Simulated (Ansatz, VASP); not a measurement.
One calculation of Au, two programs

```
Au
1.0
     0.00000    2.07855    2.07855
     2.07855    0.00000    2.07855
     2.07855    2.07855    0.00000
Au
1
Direct
  0.00000 0.00000 0.00000
```

Alike in both runs: task single point; functional PBE; k mesh 14 × 14 × 14; occupations fermi-dirac, width 0.03 eV; no spin polarisation.

```csv
,VASP,Ansatz
version,VASP 6.6.1,Ansatz 0.2.0
potentials or method,"VASP PAW PBE potentials, release 64 (Au), cutoff 520 eV","all-electron LAPW, scalar-relativistic"
```

|  | VASP | Ansatz | Ansatz less VASP |
| --- | --- | --- | --- |
| pressure (GPa) | -0.3 | -0.1 | +0.22 |

Ansatz ran all-electron here, and VASP with PAW potentials.

Neither program's run includes spin-orbit coupling.
